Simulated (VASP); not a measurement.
# Ni (Fm-3m) in VASP: notebook, part 2 of 2

VASP 6.6.1. Earlier steps stand in the parts before.

### 3 Single point, PBE, collinear spin, ferromagnetic start

INCAR

```
PREC = Accurate
ENCUT = 520
EDIFF = 1E-6
ISMEAR = 0
SIGMA = 0.1
LREAL = False
LASPH = True
NELM = 150
ALGO = Normal
ISIF = 2
LWAVE = False
LCHARG = False
ISPIN = 2
MAGMOM = 0.71 0.71
LORBIT = 11
LMAXMIX = 4
GGA = PE
ISYM = 0
NBANDS = 21
```

KPOINTS

```
regular mesh
0
Gamma
  13 7 13
```

POSCAR

```
Ni
1.0
    0.0000000000      1.7250000000      1.7250000000
    3.4500000000      0.0000000000      3.4500000000
    1.7250000000      1.7250000000      0.0000000000
Ni
2
Direct
    0.0000000000      0.0000000000      0.0000000000
    0.0000000000      0.5000000000      0.0000000000
```

Potentials or basis: VASP PAW PBE potentials, release 64 (Ni).

Command:

```bash
$ cat potpaw_PBE.64/Ni/POTCAR > POTCAR
$ mpirun -np 1 vasp_std > vasp.out
```

OUTCAR:

```text
PREC = Accurate
   ENCUT = 520
   EDIFF = 1E-6
   ISMEAR = 0
   LREAL = False
   LASPH = True
   NELM = 150
   ISIF = 2
   ISPIN = 2
   LORBIT = 11
   GGA = PE
   ISYM = 0

 ion  position               nearest neighbor table
   1  0.000  0.000  0.000-   2 2.44   2 2.44   2 2.44   2 2.44   2 2.44   2 2.44
   2  0.000  0.500  0.000-   1 2.44   1 2.44   1 2.44   1 2.44   1 2.44   1 2.44

IMPORTANT INFORMATION: All symmetrisations will be switched off!
NOSYMM: (Re-)initialisation of all symmetry stuff for point group C_1.

----------------------------------------------------------------------------------------

                                     Primitive cell

  volume of cell :      20.5318

  direct lattice vectors                    reciprocal lattice vectors
     0.000000000  1.725000000  1.725000000    -0.289855072  0.289855072  0.289855072
     3.450000000  0.000000000  3.450000000     0.144927536 -0.144927536  0.144927536
     1.725000000  1.725000000  0.000000000     0.289855072  0.289855072 -0.289855072

  length of vectors
     2.439518395  4.879036790  2.439518395     0.502043712  0.251021856  0.502043712

  position of ions in fractional coordinates (direct lattice)
     0.000000000  0.000000000  0.000000000
     0.000000000  0.500000000  0.000000000

  ion indices of the primitive-cell ions
   primitive index   ion index
                 1           1
                 2           2

----------------------------------------------------------------------------------------

 KPOINTS: regular mesh

Automatic generation of k-mesh.
 Grid dimensions read from file:
 generate k-points for:   13    7   13

 Generating k-lattice:

  Cartesian coordinates                     Fractional coordinates (reciprocal lattice)
    -0.022296544  0.022296544  0.022296544     0.076923077  0.000000000  0.000000000
[... 122 lines left out ...]
 Free energy of the ion-electron system (eV)
  ---------------------------------------------------
  ext. energy  EPLUGINS =         0.00000000
  ---------------------------------------------------
  free energy    TOTEN  =       -10.90386652 eV

  energy without entropy =      -10.88814570  energy(sigma->0) =      -10.89600611

 E-fermi :  10.2265     XC(G=0): -13.6017

 val. band max:       10.2255438485   @ k =  -0.4615  -0.1429   0.3077
 cond. band min:      10.2271027441   @ k =  -0.0769  -0.2857   0.3077
 fundamental gap:      0.0015588956
 Fermi energy:        10.2264782776

 spin component 1

 k-point     1 :       0.0000    0.0000    0.0000
  band No.  band energies     occupation
      1       0.8006      1.00000
      2       5.0673      1.00000
      3       7.6502      1.00000
      4       7.6522      1.00000
      5       7.6545      1.00000
      6       7.6624      1.00000
[... 565 lines left out ...]
     20      35.8019      0.00000
     21      40.4549      0.00000

 [... further k-points ...]

 spin component 2

 k-point     1 :       0.0000    0.0000    0.0000
  band No.  band energies     occupation
      1       0.7725      1.00000
      2       5.4841      1.00000
      3       8.2551      1.00000
      4       8.2557      1.00000
      5       8.3737      1.00000
      6       8.3755      1.00000
[... 565 lines left out ...]
     20      35.8066      0.00000
     21      40.6473      0.00000

 [... further k-points ...]

------------------------ aborting loop because EDIFF is reached ----------------------------------------

  FORCE on cell =-STRESS in cart. coord.  units (eV):
  Direction    XX          YY          ZZ          XY          YZ          ZX
  --------------------------------------------------------------------------------------
  -------------------------------------------------------------------------------------
  Total        1.6804207      1.6835691      1.6804114      0.0066257      0.0066276     -0.0027561
  in kB      131.1297747    131.3754553    131.1290491      0.5170301      0.5171754     -0.2150711
  external PRESSURE =     131.2114264 kB  Pullay stress =       0.0000000 kB

 VOLUME and BASIS-vectors are now :
 -----------------------------------------------------------------------------
  energy-cutoff  :      520.00
  volume of cell :       20.53
      direct lattice vectors                 reciprocal lattice vectors
     0.000000000  1.725000000  1.725000000    -0.289855072  0.289855072  0.289855072
     3.450000000  0.000000000  3.450000000     0.144927536 -0.144927536  0.144927536
     1.725000000  1.725000000  0.000000000     0.289855072  0.289855072 -0.289855072

 POSITION                                       TOTAL-FORCE (eV/Angst)
 -----------------------------------------------------------------------------------
      0.00000      0.00000      0.00000         0.000001     -0.000000     -0.000000
      1.72500      0.00000      1.72500        -0.000001      0.000000      0.000000
 -----------------------------------------------------------------------------------
    total drift:                               -0.000001     -0.000000      0.000000

  FREE ENERGIE OF THE ION-ELECTRON SYSTEM (eV)
  ---------------------------------------------------
  free  energy   TOTEN  =       -10.9038665161 eV

  energy  without entropy=      -10.8881456956  energy(sigma->0) =      -10.89600611

 total charge

# of ion       s       p       d       tot
------------------------------------------
    1        0.523   0.552   8.345   9.419
    2        0.523   0.552   8.345   9.420
--------------------------------------------------
tot          1.046   1.104  16.690  18.839

 magnetization (x)

# of ion       s       p       d       tot
------------------------------------------
    1       -0.006  -0.025   0.638   0.607
    2       -0.006  -0.025   0.638   0.607
--------------------------------------------------
tot         -0.013  -0.049   1.276   1.214
```

OSZICAR:

```text
N       E                     dE             d eps       ncg     rms          rms(c)
DAV:   1     0.965181167435E+02    0.96518E+02   -0.84756E+03 54550   0.132E+03
DAV:   2    -0.706892879034E+01   -0.10359E+03   -0.95486E+02 50978   0.237E+02
DAV:   3    -0.128694783972E+02   -0.58005E+01   -0.55814E+01 56524   0.637E+01
DAV:   4    -0.129460962227E+02   -0.76618E-01   -0.76553E-01 56718   0.683E+00
DAV:   5    -0.129483935807E+02   -0.22974E-02   -0.22972E-02 57072   0.117E+00    0.148E+01
DAV:   6    -0.114616851777E+02    0.14867E+01   -0.68459E+00 59913   0.556E+01    0.783E+00
DAV:   7    -0.109457760816E+02    0.51591E+00   -0.13201E+00 59154   0.218E+01    0.301E+00
DAV:   8    -0.109093268934E+02    0.36449E-01   -0.14054E-02 74490   0.184E+00    0.136E+00
DAV:   9    -0.109061007557E+02    0.32261E-02   -0.90711E-03 74864   0.175E+00    0.689E-01
DAV:  10    -0.109046792860E+02    0.14215E-02   -0.81761E-03 72613   0.165E+00    0.346E-01
DAV:  11    -0.109039234189E+02    0.75587E-03   -0.30729E-04 76544   0.311E-01    0.662E-02
DAV:  12    -0.109038663871E+02    0.57032E-04   -0.32842E-05 65509   0.601E-02    0.230E-02
DAV:  13    -0.109038665161E+02   -0.12893E-06   -0.26791E-06 64552   0.183E-02
   1 F= -.10903867E+02 E0= -.10896006E+02  d E =-.157208E-01  mag=     1.2017
```

stdout:

```text
POSCAR found type information on POSCAR Ni
 POSCAR found :  1 types and       2 ions
 scaLAPACK will be used
 LDA part: xc-table for (Slater+PW92), standard interpolation
 -----------------------------------------------------------------------------
|                                                                             |
|           W    W    AA    RRRRR   N    N  II  N    N   GGGG   !!!           |
|           W    W   A  A   R    R  NN   N  II  NN   N  G    G  !!!           |
|           W    W  A    A  R    R  N N  N  II  N N  N  G       !!!           |
|           W WW W  AAAAAA  RRRRR   N  N N  II  N  N N  G  GGG   !            |
|           WW  WW  A    A  R   R   N   NN  II  N   NN  G    G                |
|           W    W  A    A  R    R  N    N  II  N    N   GGGG   !!!           |
|                                                                             |
|     Your reciprocal lattice and k-lattice belong to different lattice       |
|     classes:                                                                |
|                                                                             |
|        The reciprocal lattice is rhombohedral (trigonal),                   |
|        whereas your k-lattice is base-centered monoclinic.                  |
|                                                                             |
|     Results are often still useful ...                                      |
|                                                                             |
 -----------------------------------------------------------------------------

 POSCAR, INCAR and KPOINTS ok, starting setup
 FFT: planning ... GRIDC
 FFT: planning ... GRID_SOFT
 FFT: planning ... GRID
 WAVECAR not read
 entering main loop
```

Run time: 11 min. Hardware: 1 thread of Intel Xeon 8259CL, shared host; peak memory 0.43 GiB.

Results:

```
Free energy                                           : -10.9039 eV
Pressure                                              : 13.1 GPa
Net moment                                            : 1.20 μB per cell
Site moments                                          : Ni +0.61 μB
Valence electrons inside the program's atomic spheres : Ni 9.42
```

Stress tensor (GPa, compression positive):
```
13.11  0.05 -0.02
 0.05 13.14  0.05
-0.02  0.05 13.11
```

Levels at points of the mesh, in eV from the Fermi level:
Spin up:
| k point | band 9 | band 10 | band 11 | band 12 | band 13 | band 14 |
| --- | --- | --- | --- | --- | --- | --- |
| (0.00, 0.00, 0.00) | -1.30 | -0.58 | -0.57 | -0.41 | 6.09 | 22.67 |
Spin down:
```
           k point  band 5  band 6  band 7  band 8  band 9  band 10  band 11  band 12  band 13  band 14
(0.00, 0.00, 0.00)   -1.85   -1.85   -1.85   -0.74   -0.74    -0.46     0.15     0.15     6.51    22.54
```

Caveat: the cell stands under pressure.
